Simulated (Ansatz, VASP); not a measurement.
Two plane-wave programs on Co

File INCAR:

```
PREC = Accurate ; ENCUT = 520
EDIFF = 1E-6 ; ISMEAR = -1
SIGMA = 0.05 ; LREAL = False
LASPH = True ; NELM = 80
ALGO = Normal ; ISIF = 2
LWAVE = False ; LCHARG = False
GGA = PE ; NBANDS = 16
```

Contents of KPOINTS:

```
Automatic mesh
0
Gamma
  12 12 12
```

The input POSCAR:

```
Co
1.0
    2.8046400000      0.0000000000      0.0000000000
    0.0000000000      2.8046400000      0.0000000000
    0.0000000000      0.0000000000      2.8046400000
Co
2
Direct
    0.0000000000      0.0000000000      0.0000000000
    0.5000000000      0.5000000000      0.5000000000
```

Input for Ansatz:

```yaml
crystal:
  lattice:
    - [2.80464, 0.0, 0.0]
    - [0.0, 2.80464, 0.0]
    - [0.0, 0.0, 2.80464]
  atoms:
    - { symbol: Co, position: [0.0, 0.0, 0.0] }
    - { symbol: Co, position: [0.5, 0.5, 0.5] }
kpoints:
  mp_grid: { grid: [12, 12, 12] }
scf:
  occupations: { method: fermi_dirac, width: 0.05 }
  lower_state_search: "off"
hamiltonian:
  xc: pbe
  pseudopotentials: { kind: paw }
output:
  forces: true
  stress: true
  eigenvalues: true
```

Alike in both runs: task single point; functional PBE; k mesh 12 × 12 × 12; occupations fermi-dirac, width 0.05 eV; no spin polarisation.

|  | VASP | Ansatz |
| --- | --- | --- |
| version | VASP 6.6.1 | Ansatz 0.2.0 |
| potentials or method | VASP PAW PBE potentials, release 64 (Co) | PAW with Ansatz's default frozen-core files, scalar-relativistic |
| plane-wave cutoff (eV) | 520 | 420 |
| valence electrons in the cell | 18 | 34 |

```tsv
	VASP	Ansatz	Ansatz less VASP
pressure (GPa)	-9.9	-9.7	+0.24
```

VASP's potentials hold 18 valence electrons a cell and Ansatz's 34, so a difference there can come from the potentials and not from the codes.
